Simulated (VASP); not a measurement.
Input of a VASP 6.6.1 run:

INCAR

```
ALGO = Normal
EDIFF = 1E-6
ENCUT = 520
GGA = PE
ISIF = 2
ISMEAR = -1
LASPH = True
LCHARG = False
LREAL = False
LWAVE = False
NBANDS = 59
NELM = 60
PREC = Accurate
SIGMA = 0.02
```

KPOINTS

```
k-points
0
Gamma
  8 4 4
```

File POSCAR:

```
HfTi3O8
1.0
    3.7266957048      0.0000000000      0.0000000000
    0.0000000000      6.2714850359      0.0000000000
    0.0000000000      0.0000000000      5.6842626337
Ti O Hf
3 8 1
Direct
    0.5000000000      0.2487259488      0.5473809613
    0.0000000000      0.0000000000     -0.0588029045
    0.5000000000      0.7512740512      0.5473809613
    0.5000000000      0.0000000000      0.3863250272
    0.0000000000      0.2260331655      0.1338255400
    0.0000000000      0.2524541513      0.6609335827
    0.5000000000      0.0000000000      0.8295126831
    0.5000000000      0.5000000000      0.3685113965
    0.0000000000      0.7739668345      0.1338255400
    0.0000000000      0.7475458487      0.6609335827
    0.5000000000      0.5000000000      0.8251865414
    0.0000000000      0.5000000000     -0.0350129120
```

Potentials or basis: VASP PAW PBE potentials, release 64 (Ti_sv, O, Hf_pv).

Command:

```console
$ cat potpaw_PBE.64/Ti_sv/POTCAR potpaw_PBE.64/O/POTCAR potpaw_PBE.64/Hf_pv/POTCAR > POTCAR
$ mpirun -np 1 vasp_std > vasp.out
```

Task: What does it give for the largest force?

Result: 0.302 eV/Å.

Task: Estimate the pressure.

Result: 5.0 GPa.

Task: Predict the band gap on the k mesh.

Result: 2.88 eV, indirect (least direct gap 2.99 eV).

Forces in eV/Å, atoms in the order of the input:
```
Ti   0.000  0.065  0.093
Ti   0.000  0.000 -0.200
Ti   0.000 -0.065  0.093
O    0.000  0.000 -0.302
O    0.000  0.162  0.241
O    0.000  0.069  0.026
O    0.000  0.000  0.041
O    0.000  0.000 -0.242
O    0.000 -0.162  0.241
O    0.000 -0.069  0.026
O    0.000  0.000  0.129
Hf   0.000  0.000 -0.146
```

Caveat: spin-orbit coupling is left out, which moves the levels of the heavy elements. A k mesh can miss the band edges.
